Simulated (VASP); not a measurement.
Write the native input for VASP 6.6.1 that does the following.

| Quantity | Value |
| --- | --- |
| Task | relaxation of the atoms |
| Functional | r2SCAN |
| Potentials or basis | VASP PAW PBE potentials, release 64 (Cd, S) |
| Cutoff | 520 eV |
| k mesh | 8 × 8 × 8 |
| Occupations | fermi-dirac, width 0.02 eV |
| Spin | no spin polarisation |
| Dipole correction | no |
| Further INCAR settings | ALGO = Normal; EDIFF = 1e-07; IBRION = 2; EDIFFG = -0.01; NSW = 50 |

The system is CdS (Hawleyite).

```xyz
2
Lattice="0.0000 2.9786 2.9786 2.9786 0.0000 2.9786 2.9786 2.9786 0.0000" Properties=species:S:1:pos:R:3 pbc="T T T"
Cd    0.0000    0.0000    0.0000
S     1.4893    1.4893    1.4893
```

These files were run (other wordings do the same):

POSCAR

```
CdS
1.0
    0.0000000000      2.9785920200      2.9785920200
    2.9785920200      0.0000000000      2.9785920200
    2.9785920200      2.9785920200      0.0000000000
Cd S
1 1
Direct
    0.0000000000      0.0000000000      0.0000000000
    0.2500000000      0.2500000000      0.2500000000
```

INCAR.step1

```
ALGO = Normal
EDIFF = 1E-4
ENCUT = 520
GGA = PE
ISMEAR = -1
LASPH = True
LCHARG = False
LREAL = False
LWAVE = True
NELM = 60
PREC = Accurate
SIGMA = 0.02
```

INCAR.step2

```
ALGO = Normal
EDIFF = 1E-7
EDIFFG = -0.01
ENCUT = 520
IBRION = 2
ISIF = 2
ISMEAR = -1
ISTART = 1
LASPH = True
LCHARG = False
LMIXTAU = True
LREAL = False
LWAVE = False
METAGGA = R2SCAN
NELM = 60
NSW = 50
PREC = Accurate
SIGMA = 0.02
```

KPOINTS

```
k-points
0
Gamma
  8 8 8
```

Potentials or basis: VASP PAW PBE potentials, release 64 (Cd, S).

The run is started by

```console
$ cat potpaw_PBE.64/Cd/POTCAR potpaw_PBE.64/S/POTCAR > POTCAR
$ cp INCAR.step1 INCAR
$ mpirun -np 1 vasp_std > vasp.out
$ cp INCAR.step2 INCAR
$ mpirun -np 1 vasp_std > vasp.out
```

It gave:

```
Pressure after relaxing : -2.0 GPa
Band gap on the k mesh  : 1.44 eV, direct
```

Caveat: the relaxation stopped at its first step, so nothing moved; the PAW data sets were made with another functional, which shifts forces and pressure a little.

Run time: 50 s on 1 thread of Intel(R) Xeon(R) Platinum 8259CL CPU @ 2.50GHz (Skylake/Cascade Lake) (shared host), peak memory 0.19 GiB.
